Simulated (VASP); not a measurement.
# Mg2NCl (R-3m) in VASP: single point with r2SCAN

Aim: the single point of Mg2NCl with r2SCAN.

Program: VASP 6.6.1. These are calculated values, not measurements. Logs are shortened: lines on timing, memory, paths and dates and some standing lists are left out, and cuts for length are marked.

**1. The cell of the first run**

The structure is trigonal, space group R-3m (No. 166). The conventional cell has a = 3.535 Å, b = 3.535 Å, c = 18.089 Å, α = 90.00°, β = 90.00°, γ = 120.00°. Within 3.1 Å of Mg (site symmetry 3m) lie 3 N at 2.19 Å and 3 Mg at 2.60 Å and 3 Cl at 3.01 Å. Within 2.9 Å of N (site symmetry -3m) lie 6 Mg at 2.19 Å. Within 4.0 Å of Cl (site symmetry -3m) lie 8 Mg at 3.01 to 3.82 Å and 6 Cl at 3.54 Å and 6 N at 3.64 Å.

**2. Single point, r2SCAN (strained)**

POSCAR reads:

```
Mg2NCl
1.0
    1.7676467595      1.0205513324      6.0295101583
   -1.7676467595      1.0205513324      6.0295101583
    0.0000000000     -2.0411026649      6.0295101583
Mg N Cl
2 1 1
Direct
    0.2110357315      0.2110357315      0.2110357315
    0.7889642685      0.7889642685      0.7889642685
    0.5000000000      0.5000000000      0.5000000000
    0.0000000000      0.0000000000      0.0000000000
```

INCAR.step1 reads:

```
ALGO = Normal
EDIFF = 1E-4
ENCUT = 520
GGA = PE
ISMEAR = 0
LASPH = True
LCHARG = False
LREAL = False
LWAVE = True
NBANDS = 16
NELM = 60
PREC = Accurate
SIGMA = 0.02
```

INCAR.step2 reads:

```
ALGO = Normal
EDIFF = 1E-6
ENCUT = 520
ISIF = 2
ISMEAR = 0
ISTART = 1
LASPH = True
LCHARG = False
LMIXTAU = True
LREAL = False
LWAVE = False
METAGGA = R2SCAN
NBANDS = 16
NELM = 60
PREC = Accurate
SIGMA = 0.02
```

KPOINTS reads:

```
k-points
0
Gamma
  9 9 9
```

Potentials or basis: VASP PAW PBE potentials, release 64 (Mg, N, Cl).

Launch:

```sh
> cat potpaw_PBE.64/Mg/POTCAR potpaw_PBE.64/N/POTCAR potpaw_PBE.64/Cl/POTCAR > POTCAR
> cp INCAR.step1 INCAR
> mpirun -np 1 vasp_std > vasp.out
> cp INCAR.step2 INCAR
> mpirun -np 1 vasp_std > vasp.out
```

OUTCAR:

```text
EDIFF = 1E-6
   ENCUT = 520
   ISIF = 2
   ISMEAR = 0
   ISTART = 1
   LASPH = True
   LREAL = False
   METAGGA = R2SCAN
   NELM = 60
   PREC = Accurate

 ion  position               nearest neighbor table
   1  0.211  0.211  0.211-   3 2.19   3 2.19   3 2.19   2 2.60   2 2.60   2 2.60   4 3.01   4 3.01
                             4 3.01
   2  0.789  0.789  0.789-   3 2.19   3 2.19   3 2.19   1 2.60   1 2.60   1 2.60   4 3.01   4 3.01
                             4 3.01
   3  0.500  0.500  0.500-   1 2.19   1 2.19   2 2.19   2 2.19   1 2.19   2 2.19
   4  0.000  0.000  0.000-   2 3.01   2 3.01   1 3.01   1 3.01   2 3.01   1 3.01

  LATTYP: Found a trigonal (rhomboedric) cell.
 ALAT       =     6.3656180248
 COS(alpha) =     0.8457803160

  Lattice vectors:

 A1 = (   1.7676467595,   1.0205513324,   6.0295101583)
 A2 = (  -1.7676467595,   1.0205513324,   6.0295101583)
 A3 = (   0.0000000000,  -2.0411026649,   6.0295101583)

Analysis of symmetry for initial positions (statically):
=====================================================================
 Subroutine PRICEL returns:
 Original cell was already a primitive cell.

 Routine SETGRP: Setting up the symmetry group for a
 trigonal (rhombohedral) supercell.

 Subroutine GETGRP returns: Found 12 space group operations
 (whereof 12 operations were pure point group operations)
 out of a pool of 12 trial point group operations.

The static configuration has the point symmetry D_3d.

Analysis of symmetry for dynamics (positions and initial velocities):
=====================================================================
 Subroutine PRICEL returns:
 Original cell was already a primitive cell.

 Routine SETGRP: Setting up the symmetry group for a
 trigonal (rhombohedral) supercell.

 Subroutine GETGRP returns: Found 12 space group operations
 (whereof 12 operations were pure point group operations)
 out of a pool of 12 trial point group operations.

The dynamic configuration has the point symmetry D_3d.

 Subroutine INISYM returns: Found 12 space group operations
 (whereof 12 operations are pure point group operations),
 and found     1 'primitive' translations

----------------------------------------------------------------------------------------

                                     Primitive cell

  volume of cell :      65.2625

  direct lattice vectors                    reciprocal lattice vectors
     1.767646760  1.020551332  6.029510158     0.282861945  0.163310420  0.055283651
    -1.767646760  1.020551332  6.029510158    -0.282861945  0.163310420  0.055283651
     0.000000000 -2.041102665  6.029510158     0.000000000 -0.326620840  0.055283651

  length of vectors
     6.365618025  6.365618025  6.365618025     0.331266441  0.331266441  0.331266441

  position of ions in fractional coordinates (direct lattice)
     0.211035731  0.211035731  0.211035731
     0.788964269  0.788964269  0.788964269
     0.500000000  0.500000000  0.500000000
     0.000000000  0.000000000  0.000000000

  ion indices of the primitive-cell ions
   primitive index   ion index
                 1           1
                 2           2
                 3           3
                 4           4

----------------------------------------------------------------------------------------

 KPOINTS: k-points

Automatic generation of k-mesh.
 Grid dimensions read from file:
 generate k-points for:    9    9    9

 Generating k-lattice:

  Cartesian coordinates                     Fractional coordinates (reciprocal lattice)
     0.031429105  0.018145602  0.006142628     0.111111111  0.000000000  0.000000000
    -0.031429105  0.018145602  0.006142628     0.000000000  0.111111111  0.000000000
     0.000000000 -0.036291204  0.006142628     0.000000000  0.000000000  0.111111111

  Length of vectors
     0.036807382  0.036807382  0.036807382

  Shift w.r.t. Gamma in fractional coordinates (k-lattice)
     0.000000000  0.000000000  0.000000000

 Subroutine IBZKPT returns following result:
 ===========================================

 Found     85 irreducible k-points:

 Following reciprocal coordinates:
            Coordinates               Weight
  0.000000  0.000000  0.000000      1.000000
  0.111111  0.000000  0.000000      6.000000
  0.222222  0.000000 -0.000000      6.000000
  0.333333 -0.000000  0.000000      6.000000
  0.444444  0.000000 -0.000000      6.000000
  0.111111  0.111111  0.000000      6.000000
[... 16 lines left out ...]
 -0.333333  0.333333  0.000000      6.000000
  0.444444  0.444444 -0.000000      6.000000
 [... further k-points ...]
   k-points           NKPTS =     85   k-points in BZ     NKDIM =     85   number of bands    NBANDS=     16
   number of dos      NEDOS =    301   number of ions     NIONS =      4
   total plane-waves  NPLWV = 110592
   dimension x,y,z NGX =    48 NGY =   48 NGZ =   48
   dimension x,y,z NGXF=    96 NGYF=   96 NGZF=   96
   ions per type =               2   1   1
   NGX,Y,Z   is equivalent  to a cutoff of  12.54, 12.54, 12.54 a.u.
   NGXF,Y,Z  is equivalent  to a cutoff of  25.07, 25.07, 25.07 a.u.
 SYSTEM =  unknown system
   PREC   = accura    normal or accurate (medium, high low for compatibility)
   ISTART =      1    job   : 0-new  1-cont  2-samecut
   ICHARG =      0    charge: 1-file 2-atom 10-const
   ISPIN  =      1    spin polarized calculation?
   LNONCOLLINEAR =      F non collinear calculations
   LSORBIT =      F    spin-orbit coupling
   LASPH  =      T    aspherical Exc in radial PAW
   ENCUT  =  520.0 eV  38.22 Ry    6.18 a.u.  11.84 11.84 11.84*2*pi/ulx,y,z
   NELM   =     60;   NELMIN=  2; NELMDL=  0     # of ELM steps
   EDIFF  = 0.1E-05   stopping-criterion for ELM
   LREAL  =      F    real-space projection
   EDIFFG = 0.1E-04   stopping-criterion for IOM
   NSW    =      0    number of steps for IOM
   IBRION =     -1    ionic relax: 0-MD 1-quasi-New 2-CG
   NFREE  =      0    steps in history (QN), initial steepest desc. (CG)
   ISIF   =      2    stress and relaxation
   ISYM   =      2    0-nonsym 1-usesym 2-fastsym
   POTIM  = 0.5000    time-step for ionic-motion
   TEBEG  =    0.0;   TEEND  =   0.0 temperature during run
   PSTRESS=    0.0 pullay stress
   NELECT =      16.0000    total number of electrons
   NUPDOWN=      -1.0000    fix difference up-down
   EMIN   =  10.00;   EMAX   =-10.00  energy-range for DOS
   EFERMI =   0.00;   METHOD = LEGACY
   ISMEAR =     0;   SIGMA  =   0.02  broadening in eV -4-tet -1-fermi 0-gaus
   EFERMI_NEDOS =   21; number of points for ismear=-14 and -15
   IALGO  =     38    algorithm
   IMIX   =      4    mixing-type and parameters
     AMIX     =   0.40;   BMIX     =  1.00
     AMIX_MAG =   1.60;   BMIX_MAG =  1.00
  volume/ion in A,a.u.               =      16.32       110.10
  Fermi-wavevector in a.u.,A,eV,Ry     =   1.024614  1.936240 14.283857  1.049834
  Thomas-Fermi vector in A             =   2.158410
   LORBIT       =      0    0 simple, 1 ext, 2 COOP (PROOUT), +10 PAW based schemes
   METAGGA = R2SCAN    functional components
   LHFCALC =     F    Hartree Fock is set to
   AEXX    =    0.0000 exact exchange contribution
   IVDW    =     0    specifies the selected vdW correction
   LEPSILON=     F    determine dielectric tensor
   LRPA    =     F    only Hartree local field effects (RPA)
 non-spin polarized calculation
 Gauss-broadening in eV      SIGMA  =   0.02
  energy-cutoff  :      520.00
  volume of cell :       65.26
 maximum number of plane-waves:      1804
   NGX = 23   NGY = 23   NGZ = 23

 number of electron      16.0000001 magnetization

 Free energy of the ion-electron system (eV)
  ---------------------------------------------------
  ext. energy  EPLUGINS =         0.00000000
  ---------------------------------------------------
  free energy    TOTEN  =       -28.11800338 eV

  energy without entropy =      -28.11800338  energy(sigma->0) =      -28.11800338

 E-fermi :   1.8737     XC(G=0):  -9.7150

 val. band max:        1.7942175848   @ k =   0.0000   0.0000   0.0000
 cond. band min:       4.5177584089   @ k =   0.0000   0.0000   0.0000
 fundamental gap:      2.7235408241
 Fermi energy:         1.8737179486

 k-point     1 :       0.0000    0.0000    0.0000
  band No.  band energies     occupation
      1     -12.9266      2.00000
      2     -11.3093      2.00000
      3      -2.3345      2.00000
      4       1.0331      2.00000
      5       1.0331      2.00000
      6       1.3977      2.00000
[... 8 lines left out ...]
     15      13.7485      0.00000
     16      13.7485      0.00000

 k-point     2 :       0.1111    0.0000    0.0000
  band No.  band energies     occupation
      1     -12.8610      2.00000
      2     -11.2460      2.00000
      3      -2.2014      2.00000
      4       0.6042      2.00000
      5       0.7970      2.00000
      6       0.9646      2.00000
[... 8 lines left out ...]
     15      13.4140      0.00000
     16      13.9909      0.00000

 k-point     3 :       0.2222    0.0000   -0.0000
  band No.  band energies     occupation
      1     -12.6885      2.00000
      2     -11.0771      2.00000
      3      -1.8306      2.00000
      4      -0.4099      2.00000
      5      -0.1682      2.00000
      6       0.8035      2.00000
[... 8 lines left out ...]
     15      13.2155      0.00000
     16      14.4364      0.00000

 k-point     4 :       0.3333   -0.0000    0.0000
  band No.  band energies     occupation
      1     -12.4799      2.00000
      2     -10.8675      2.00000
      3      -1.4161      2.00000
      4      -1.2710      2.00000
      5      -1.0088      2.00000
      6       0.6435      2.00000
[... 8 lines left out ...]
     15      12.9366      0.00000
     16      14.6451      0.00000
[... 324 lines left out ...]
 k-point    22 :      -0.4444    0.3333    0.0000
  band No.  band energies     occupation
      1     -12.2774      2.00000
      2     -10.6425      2.00000
      3      -2.0714      2.00000
      4      -1.3392      2.00000
      5      -0.6661      2.00000
      6      -0.0718      2.00000
[... 8 lines left out ...]
     15      13.5079      0.00000
     16      14.2138      0.00000

 k-point    23 :      -0.3333    0.3333    0.0000
  band No.  band energies     occupation
      1     -12.2412      2.00000
      2     -10.5992      2.00000
      3      -1.6757      2.00000
      4      -1.3157      2.00000
      5      -0.9555      2.00000
      6      -0.6626      2.00000
[... 8 lines left out ...]
     15      13.9607      0.00000
     16      14.4644      0.00000

 k-point    24 :       0.4444    0.4444   -0.0000
  band No.  band energies     occupation
      1     -12.3359      2.00000
      2     -10.7092      2.00000
      3      -2.4416      2.00000
      4      -1.6434      2.00000
      5      -0.1328      2.00000
      6       0.3060      2.00000
[... 8 lines left out ...]
     15      12.6429      0.00000
     16      15.1797      0.00000

 [... further k-points ...]

------------------------ aborting loop because EDIFF is reached ----------------------------------------

  FORCE on cell =-STRESS in cart. coord.  units (eV):
  Direction    XX          YY          ZZ          XY          YZ          ZX
  --------------------------------------------------------------------------------------
  -------------------------------------------------------------------------------------
  Total       -4.3773279     -4.3773279      0.0318833      0.0000000     -0.0000000      0.0000000
  in kB     -107.4622781   -107.4622781      0.7827270      0.0000000     -0.0000000      0.0000000
  external PRESSURE =     -71.3806097 kB  Pullay stress =       0.0000000 kB

 VOLUME and BASIS-vectors are now :
 -----------------------------------------------------------------------------
  energy-cutoff  :      520.00
  volume of cell :       65.26
      direct lattice vectors                 reciprocal lattice vectors
     1.767646760  1.020551332  6.029510158     0.282861945  0.163310420  0.055283651
    -1.767646760  1.020551332  6.029510158    -0.282861945  0.163310420  0.055283651
     0.000000000 -2.041102665  6.029510158     0.000000000 -0.326620840  0.055283651

 POSITION                                       TOTAL-FORCE (eV/Angst)
 -----------------------------------------------------------------------------------
      0.00000     -0.00000      3.81733         0.000000     -0.000000      2.659412
      0.00000     -0.00000     14.27120         0.000000      0.000000     -2.659412
      0.00000     -0.00000      9.04427         0.000000      0.000000      0.000000
      0.00000      0.00000      0.00000         0.000000     -0.000000      0.000000
 -----------------------------------------------------------------------------------
    total drift:                               -0.000000      0.000000     -0.000000

  FREE ENERGIE OF THE ION-ELECTRON SYSTEM (eV)
  ---------------------------------------------------
  free  energy   TOTEN  =       -28.1180033829 eV

  energy  without entropy=      -28.1180033829  energy(sigma->0) =      -28.11800338
```

It took 8.9 min on 1 thread of Intel Xeon Platinum 8488C (Sapphire Rapids), shared host; peak memory 0.42 GiB.

Results:

| Item | Value |
| --- | --- |
| Free energy | -28.1180 eV |
| Pressure | -7.1 GPa |
| Largest force | 2.659 eV/Å |
| Band gap on the k mesh | 2.72 eV |

Forces on the atoms (eV/Å):
```
Mg   0.000  0.000  2.659
Mg   0.000  0.000 -2.659
N    0.000  0.000  0.000
Cl   0.000  0.000  0.000
```

Stress tensor (GPa, compression positive):
```
-10.75   0.00   0.00
  0.00 -10.75   0.00
  0.00   0.00   0.08
```

Caveat: the cell differs from its parent crystal (strained); the stress differs along the axes, from -11 to 0 GPa; the PAW data sets were made with another functional, which shifts forces and pressure a little. A k mesh can miss the band edges.
